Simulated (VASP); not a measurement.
C:

```
C
1.0
     0.00000    2.06000    2.06000
     2.06000    0.00000    2.06000
     2.06000    2.06000    0.00000
C
2
Cartesian
  4.1200 4.1200 4.1200
  1.0300 1.0300 1.0300
```

| Item | Value |
| --- | --- |
| Program | VASP 6.6.1 |
| Task | relaxation of cell and atoms |
| Functional | PBE |
| Potentials or basis | VASP PAW PBE potentials, release 64 (C) |
| Cutoff | 600 eV |
| k mesh | 19 × 19 × 19 |
| Occupations | gaussian, width 0.05 eV |
| Spin | no spin polarisation |

At the start: pressure -80.1 GPa; volume 8.74 Å³/atom.

Task: How do energy, volume and symmetry change on relaxing?

Result: Over 7 steps the energy falls by 1093.3 meV/atom and the volume is 5.69 Å³/atom (-34.9 %); space group Fd-3m (No. 227, to 0.1 Å) before and after.

Step by step:
| step | energy change (eV) | largest force (eV/Å) | pressure (GPa) | volume (Å³) |
| --- | --- | --- | --- | --- |
| 1 | 0.0000 | 0.0000 | -80.12 | 17.48 |
| 2 | -0.7489 | 0.0000 | 204.29 | 8.59 |
| 3 | -2.1829 | 0.0000 | -6.60 | 11.57 |
| 4 | -2.1864 | 0.0000 | -1.62 | 11.43 |
| 5 | -2.1862 | 0.0000 | 2.38 | 11.33 |
| 6 | -2.1861 | 0.0000 | -2.53 | 11.46 |
| 7 | -2.1866 | 0.0000 | 0.01 | 11.39 |

Final structure:
```cif
data_structure
_symmetry_space_group_name_H-M 'P 1'
_symmetry_Int_Tables_number 1
_cell_length_a 2.5255
_cell_length_b 2.5255
_cell_length_c 2.5255
_cell_angle_alpha 60.000
_cell_angle_beta 60.000
_cell_angle_gamma 60.000
_cell_volume 11.39
loop_
_atom_site_label
_atom_site_type_symbol
_atom_site_fract_x
_atom_site_fract_y
_atom_site_fract_z
_atom_site_occupancy
C1 C 0.00000 0.00000 0.00000 1
C2 C 0.25000 0.25000 0.25000 1
```

Caveat: the volume moved by over 15 % at a fixed basis, so the end points are rough.
